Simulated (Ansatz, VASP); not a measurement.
## GdO4: VASP beside Ansatz

```
Gd O
1.0
     2.15347    1.24330    3.48082
    -2.15347    1.24330    3.48082
     0.00000   -2.48661    3.48082
Gd O
1 4
Direct
  0.00000 0.00000 0.00000
  0.37021 0.37021 0.37021
  0.62979 0.62979 0.62979
  0.76388 0.76388 0.76388
  0.23612 0.23612 0.23612
```

Alike in both runs: functional PBE; k mesh 12 × 12 × 12; occupations gaussian, width 0.1 eV; collinear spin.

Ansatz relaxed the structure, and its values are those at the end. VASP's run is a single point on that final structure, the one shown.

|  | VASP | Ansatz |
| --- | --- | --- |
| version | VASP 6.6.1 | Ansatz 0.2.0 |
| potentials or method | VASP PAW PBE potentials, release 64 (Gd, O), cutoff 520 eV | scalar-relativistic, plane waves, PAW |
| valence electrons in the cell | 42 | 42 |

VASP gave:

| Quantity | Value |
| --- | --- |
| gap on the k mesh at the Fermi level (eV) | none |
| pressure (GPa) | 0.7 |
| rms of the force components (eV/Å) | 0.163 |
| net moment per atom (μB) | 1.20 |
| size of the moment on the site where the two differ most (μB) | 6.74 |

Q: What did Ansatz give for the same quantities?

A: gap on the k mesh at the Fermi level (eV): none; pressure (GPa): 0.0; rms of the force components (eV/Å): 0.001; net moment per atom (μB): 1.20; size of the moment on the site where the two differ most (μB): 6.81.

Site moments also hang on the region over which each program counts them. A gap of «none» marks a metal or a gap that the smearing closes.

Neither program's run includes spin-orbit coupling.
